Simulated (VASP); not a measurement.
# SrO (dq5) (Fm-3m) in VASP: notebook

SrO (dq5) is run at these levels: LDA; tasks: single point.

Program: VASP 6.6.1. These are calculated values, not measurements. Logs are shortened: lines on timing, memory, paths and dates and some standing lists are left out, and cuts for length are marked.

## Step 1: The cell of the first run

It takes space group Fm-3m (No. 225, cubic). The conventional cell has a = 5.161 Å, b = 5.161 Å, c = 5.161 Å, α = 90.00°, β = 90.00°, γ = 90.00°. Within 3.4 Å of Sr (site symmetry m-3m) lie 6 O at 2.58 Å. O (site symmetry m-3m) has 6 Sr at 2.58 Å within 3.4 Å.

## Step 2: Single point, LDA

INCAR reads:

```
PREC = Accurate
ENCUT = 520
EDIFF = 1E-6
ISMEAR = 0
SIGMA = 0.1
LREAL = False
LASPH = True
NELM = 80
ALGO = Normal
ISIF = 2
LWAVE = False
LCHARG = False
NBANDS = 15
```

KPOINTS reads:

```
Automatic mesh
0
Gamma
  6 6 6
```

POSCAR reads:

```
SrO
1.0
    0.0000000000      2.5806600000      2.5806600000
    2.5806600000      0.0000000000      2.5806600000
    2.5806600000      2.5806600000      0.0000000000
Sr O
1 1
Direct
    0.0000000000      0.0000000000      0.0000000000
    0.5000000000      0.5000000000      0.5000000000
```

Potentials or basis: VASP PAW LDA potentials, release 64 (Sr_sv, O).

The run is started by

```sh
$ cat potpaw_LDA.64/Sr_sv/POTCAR potpaw_LDA.64/O/POTCAR > POTCAR
$ mpirun -np 1 vasp_std > vasp.out
```

OUTCAR:

```text
PREC = Accurate
   ENCUT = 520
   EDIFF = 1E-6
   ISMEAR = 0
   LREAL = False
   LASPH = True
   NELM = 80
   ISIF = 2

 ion  position               nearest neighbor table
   1  0.000  0.000  0.000-   2 2.58   2 2.58   2 2.58   2 2.58   2 2.58   2 2.58
   2  0.500  0.500  0.500-   1 2.58   1 2.58   1 2.58   1 2.58   1 2.58   1 2.58

  LATTYP: Found a face centered cubic cell.
 ALAT       =     5.1613200000

  Lattice vectors:

 A1 = (   0.0000000000,   2.5806600000,   2.5806600000)
 A2 = (   2.5806600000,   0.0000000000,   2.5806600000)
 A3 = (   2.5806600000,   2.5806600000,   0.0000000000)

Analysis of symmetry for initial positions (statically):
=====================================================================
 Subroutine PRICEL returns:
 Original cell was already a primitive cell.

 Routine SETGRP: Setting up the symmetry group for a
 face centered cubic supercell.

 Subroutine GETGRP returns: Found 48 space group operations
 (whereof 48 operations were pure point group operations)
 out of a pool of 48 trial point group operations.

The static configuration has the point symmetry O_h .

Analysis of symmetry for dynamics (positions and initial velocities):
=====================================================================
 Subroutine PRICEL returns:
 Original cell was already a primitive cell.

 Routine SETGRP: Setting up the symmetry group for a
 face centered cubic supercell.

 Subroutine GETGRP returns: Found 48 space group operations
 (whereof 48 operations were pure point group operations)
 out of a pool of 48 trial point group operations.

The dynamic configuration has the point symmetry O_h .

 Subroutine INISYM returns: Found 48 space group operations
 (whereof 48 operations are pure point group operations),
 and found     1 'primitive' translations

----------------------------------------------------------------------------------------

                                     Primitive cell

  volume of cell :      34.3734

  direct lattice vectors                    reciprocal lattice vectors
     0.000000000  2.580660000  2.580660000    -0.193748886  0.193748886  0.193748886
     2.580660000  0.000000000  2.580660000     0.193748886 -0.193748886  0.193748886
     2.580660000  2.580660000  0.000000000     0.193748886  0.193748886 -0.193748886

  length of vectors
     3.649604372  3.649604372  3.649604372     0.335582914  0.335582914  0.335582914

  position of ions in fractional coordinates (direct lattice)
     0.000000000  0.000000000  0.000000000
     0.500000000  0.500000000  0.500000000

  ion indices of the primitive-cell ions
   primitive index   ion index
                 1           1
                 2           2

----------------------------------------------------------------------------------------

 KPOINTS: Automatic mesh

Automatic generation of k-mesh.
 Grid dimensions read from file:
 generate k-points for:    6    6    6

 Generating k-lattice:

  Cartesian coordinates                     Fractional coordinates (reciprocal lattice)
    -0.032291481  0.032291481  0.032291481     0.166666667  0.000000000  0.000000000
     0.032291481 -0.032291481  0.032291481     0.000000000  0.166666667  0.000000000
     0.032291481  0.032291481 -0.032291481     0.000000000  0.000000000  0.166666667

  Length of vectors
     0.055930486  0.055930486  0.055930486

  Shift w.r.t. Gamma in fractional coordinates (k-lattice)
     0.000000000  0.000000000  0.000000000

 Subroutine IBZKPT returns following result:
 ===========================================

 Found     16 irreducible k-points:

 Following reciprocal coordinates:
            Coordinates               Weight
  0.000000  0.000000  0.000000      1.000000
  0.166667  0.000000  0.000000      8.000000
  0.333333  0.000000  0.000000      8.000000
  0.500000  0.000000  0.000000      4.000000
  0.166667  0.166667  0.000000      6.000000
  0.333333  0.166667  0.000000     24.000000
[... 8 lines left out ...]
 -0.333333  0.333333  0.166667     24.000000
 -0.333333  0.500000  0.166667     12.000000
   k-points           NKPTS =     16   k-points in BZ     NKDIM =     16   number of bands    NBANDS=     15
   number of dos      NEDOS =    301   number of ions     NIONS =      2
   total plane-waves  NPLWV =  21952
   dimension x,y,z NGX =    28 NGY =   28 NGZ =   28
   dimension x,y,z NGXF=    56 NGYF=   56 NGZF=   56
   ions per type =               1   1
   NGX,Y,Z   is equivalent  to a cutoff of  12.75, 12.75, 12.75 a.u.
   NGXF,Y,Z  is equivalent  to a cutoff of  25.51, 25.51, 25.51 a.u.
 SYSTEM =  unknown system
   PREC   = accura    normal or accurate (medium, high low for compatibility)
   ISTART =      0    job   : 0-new  1-cont  2-samecut
   ICHARG =      2    charge: 1-file 2-atom 10-const
   ISPIN  =      1    spin polarized calculation?
   LNONCOLLINEAR =      F non collinear calculations
   LSORBIT =      F    spin-orbit coupling
   LASPH  =      T    aspherical Exc in radial PAW
   ENCUT  =  520.0 eV  38.22 Ry    6.18 a.u.   6.79  6.79  6.79*2*pi/ulx,y,z
   NELM   =     80;   NELMIN=  2; NELMDL= -5     # of ELM steps
   EDIFF  = 0.1E-05   stopping-criterion for ELM
   LREAL  =      F    real-space projection
   EDIFFG = 0.1E-04   stopping-criterion for IOM
   NSW    =      0    number of steps for IOM
   IBRION =     -1    ionic relax: 0-MD 1-quasi-New 2-CG
   NFREE  =      0    steps in history (QN), initial steepest desc. (CG)
   ISIF   =      2    stress and relaxation
   ISYM   =      2    0-nonsym 1-usesym 2-fastsym
   POTIM  = 0.5000    time-step for ionic-motion
   TEBEG  =    0.0;   TEEND  =   0.0 temperature during run
   PSTRESS=    0.0 pullay stress
   NELECT =      16.0000    total number of electrons
   NUPDOWN=      -1.0000    fix difference up-down
   EMIN   =  10.00;   EMAX   =-10.00  energy-range for DOS
   EFERMI =   0.00;   METHOD = LEGACY
   ISMEAR =     0;   SIGMA  =   0.10  broadening in eV -4-tet -1-fermi 0-gaus
   EFERMI_NEDOS =   21; number of points for ismear=-14 and -15
   IALGO  =     38    algorithm
   IMIX   =      4    mixing-type and parameters
     AMIX     =   0.40;   BMIX     =  1.00
     AMIX_MAG =   1.60;   BMIX_MAG =  1.00
  volume/ion in A,a.u.               =      17.19       115.98
  Fermi-wavevector in a.u.,A,eV,Ry     =   1.268744  2.397579 21.901456  1.609712
  Thomas-Fermi vector in A             =   2.401823
   LORBIT       =      0    0 simple, 1 ext, 2 COOP (PROOUT), +10 PAW based schemes
   GGA     = CA    functional components
   LHFCALC =     F    Hartree Fock is set to
   AEXX    =    0.0000 exact exchange contribution
   IVDW    =     0    specifies the selected vdW correction
   LEPSILON=     F    determine dielectric tensor
   LRPA    =     F    only Hartree local field effects (RPA)
 non-spin polarized calculation
 Gauss-broadening in eV      SIGMA  =   0.10
  energy-cutoff  :      520.00
  volume of cell :       34.37
 maximum number of plane-waves:       941
   NGX = 13   NGY = 13   NGZ = 13

 number of electron      15.9999998 magnetization

 Free energy of the ion-electron system (eV)
  ---------------------------------------------------
  ext. energy  EPLUGINS =         0.00000000
  ---------------------------------------------------
  free energy    TOTEN  =       -13.36409014 eV

  energy without entropy =      -13.36409014  energy(sigma->0) =      -13.36409014

 E-fermi :   1.7101     XC(G=0): -10.4746

 val. band max:        1.2891652086   @ k =   0.0000   0.0000   0.0000
 cond. band min:       4.3964884926   @ k =   0.5000   0.5000   0.0000
 fundamental gap:      3.1073232840
 Fermi energy:         1.7100633491

 k-point     1 :       0.0000    0.0000    0.0000
  band No.  band energies     occupation
      1     -30.8338      2.00000
      2     -13.4565      2.00000
      3     -12.5721      2.00000
      4     -12.5721      2.00000
      5     -12.5721      2.00000
      6       1.2892      2.00000
      7       1.2892      2.00000
      8       1.2892      2.00000
      9       5.0107      0.00000
     10       7.3691      0.00000
     11       7.3691      0.00000
     12       7.3691      0.00000
     13       9.5672      0.00000
     14       9.5672      0.00000
     15      13.6795      0.00000

 k-point     2 :       0.1667    0.0000    0.0000
  band No.  band energies     occupation
      1     -30.7998      2.00000
      2     -14.0790      2.00000
      3     -12.5934      2.00000
      4     -12.5934      2.00000
      5     -12.0304      2.00000
      6       0.5408      2.00000
      7       0.9599      2.00000
      8       0.9599      2.00000
      9       6.1732      0.00000
     10       7.1553      0.00000
     11       7.9055      0.00000
     12       7.9055      0.00000
     13      10.2618      0.00000
     14      10.2618      0.00000
     15      15.3577      0.00000

 k-point     3 :       0.3333    0.0000    0.0000
  band No.  band energies     occupation
      1     -30.7308      2.00000
      2     -14.7934      2.00000
      3     -12.6351      2.00000
      4     -12.6351      2.00000
      5     -11.4788      2.00000
      6      -0.5060      2.00000
      7       0.3974      2.00000
      8       0.3974      2.00000
      9       7.3281      0.00000
     10       8.3024      0.00000
     11       9.2076      0.00000
     12       9.2076      0.00000
     13      11.8242      0.00000
     14      11.8242      0.00000
     15      16.9146      0.00000

 k-point     4 :       0.5000    0.0000    0.0000
  band No.  band energies     occupation
      1     -30.6957      2.00000
      2     -15.0719      2.00000
      3     -12.6555      2.00000
      4     -12.6555      2.00000
      5     -11.2814      2.00000
      6      -0.9329      2.00000
      7       0.1506      2.00000
      8       0.1506      2.00000
      9       7.6878      0.00000
     10       9.4703      0.00000
     11      10.0274      0.00000
     12      10.0274      0.00000
     13      13.1362      0.00000
     14      13.1362      0.00000
     15      15.7893      0.00000
[... 163 lines left out ...]
 k-point    14 :       0.5000    0.3333    0.1667
  band No.  band energies     occupation
      1     -30.6871      2.00000
      2     -14.5379      2.00000
      3     -12.9950      2.00000
      4     -12.8217      2.00000
      5     -11.8243      2.00000
      6      -0.0782      2.00000
      7       0.4582      2.00000
      8       0.9167      2.00000
      9       6.1901      0.00000
     10       8.3162      0.00000
     11       9.9786      0.00000
     12      10.6160      0.00000
     13      11.9986      0.00000
     14      13.2228      0.00000
     15      15.2753      0.00000

 k-point    15 :      -0.3333    0.3333    0.1667
  band No.  band energies     occupation
      1     -30.6644      2.00000
      2     -14.5238      2.00000
      3     -13.1123      2.00000
      4     -12.9589      2.00000
      5     -11.7972      2.00000
      6      -0.0631      2.00000
      7       0.6060      2.00000
      8       0.6666      2.00000
      9       7.3423      0.00000
     10       7.4616      0.00000
     11      10.1648      0.00000
     12      11.2976      0.00000
     13      12.6589      0.00000
     14      13.9036      0.00000
     15      14.7801      0.00000

 k-point    16 :      -0.3333    0.5000    0.1667
  band No.  band energies     occupation
      1     -30.6543      2.00000
      2     -14.0749      2.00000
      3     -13.4012      2.00000
      4     -13.1008      2.00000
      5     -12.1007      2.00000
      6       0.3949      2.00000
      7       0.8135      2.00000
      8       0.9380      2.00000
      9       5.7836      0.00000
     10       8.7043      0.00000
     11       9.6418      0.00000
     12      12.2113      0.00000
     13      12.3544      0.00000
     14      13.8820      0.00000
     15      14.5642      0.00000

------------------------ aborting loop because EDIFF is reached ----------------------------------------

  FORCE on cell =-STRESS in cart. coord.  units (eV):
  Direction    XX          YY          ZZ          XY          YZ          ZX
  --------------------------------------------------------------------------------------
  -------------------------------------------------------------------------------------
  Total       -0.9814491     -0.9814491     -0.9814491      0.0000000      0.0000000      0.0000000
  in kB      -45.7463044    -45.7463044    -45.7463044      0.0000000      0.0000000      0.0000000
  external PRESSURE =     -45.7463044 kB  Pullay stress =       0.0000000 kB

 VOLUME and BASIS-vectors are now :
 -----------------------------------------------------------------------------
  energy-cutoff  :      520.00
  volume of cell :       34.37
      direct lattice vectors                 reciprocal lattice vectors
     0.000000000  2.580660000  2.580660000    -0.193748886  0.193748886  0.193748886
     2.580660000  0.000000000  2.580660000     0.193748886 -0.193748886  0.193748886
     2.580660000  2.580660000  0.000000000     0.193748886  0.193748886 -0.193748886

 POSITION                                       TOTAL-FORCE (eV/Angst)
 -----------------------------------------------------------------------------------
      0.00000      0.00000      0.00000         0.000000     -0.000000     -0.000000
      2.58066      2.58066      2.58066         0.000000      0.000000      0.000000
 -----------------------------------------------------------------------------------
    total drift:                                0.000000      0.000000      0.000000

  FREE ENERGIE OF THE ION-ELECTRON SYSTEM (eV)
  ---------------------------------------------------
  free  energy   TOTEN  =       -13.3640901414 eV

  energy  without entropy=      -13.3640901414  energy(sigma->0) =      -13.36409014
```

Wall time 13 s (1 thread of AMD EPYC 7R43 (Zen 3), shared host); peak memory 0.11 GiB.

Results:

| Property | Result |
| --- | --- |
| Free energy | -13.3641 eV |
| Pressure | -4.6 GPa |
| Band gap on the k mesh | 3.11 eV, indirect (least direct gap 3.20 eV) |

## Step 3: Single point, LDA

This run uses another cell than the first one, of 16.24 Å³/atom, 0.945 times its volume.

INCAR reads:

```
SYSTEM = SrO
PREC = Accurate
ENCUT = 520
EDIFF = 1E-7
ISMEAR = 0
SIGMA = 0.02
LREAL = .False.
LASPH = .True.
NELM = 60
ALGO = Normal
ISIF = 2
LWAVE = .False.
LCHARG = .False.
GGA = CA
NBANDS = 15
```

KPOINTS reads:

```
regular mesh
0
Gamma
  6 6 6
  0 0 0
```

POSCAR reads:

```
SrO
1.0
    0.0000000000      2.5323443572      2.5323443572
    2.5323443572      0.0000000000      2.5323443572
    2.5323443572      2.5323443572      0.0000000000
Sr O
1 1
Direct
    0.0000000000      0.0000000000      0.0000000000
    0.5000000000      0.5000000000      0.5000000000
```

Potentials or basis: VASP PAW LDA potentials, release 64 (Sr_sv, O).

The run is started by

```sh
$ cat potpaw_LDA.64/Sr_sv/POTCAR potpaw_LDA.64/O/POTCAR > POTCAR
$ mpirun -np 1 vasp_std > vasp.out
```

It took 11 s on 1 thread of AMD EPYC 7R43 (Zen 3), shared host; peak memory 0.11 GiB.

It converged, with:

| Item | Value |
| --- | --- |
| Free energy | -13.3866 eV |
| Pressure | 0.8 GPa |
| Band gap on the k mesh | 3.06 eV, indirect (least direct gap 3.11 eV) |

Levels at points of the mesh, in eV from the valence-band top:
```tsv
k point	band 4	band 5	band 6	band 7	band 8	band 9	band 10	band 11	band 12	band 13
(0.00, 0.00, 0.00)	-13.61	-13.61	0.00	0.00	0.00	4.13	6.20	6.20	6.20	8.53
(0.50, 0.00, 0.00)	-13.70	-12.29	-2.33	-1.25	-1.25	6.64	8.63	9.06	9.06	12.40
(0.50, 0.50, 0.00)	-14.05	-14.05	-0.34	-0.05	-0.05	3.06	8.11	10.49	10.58	11.52
```
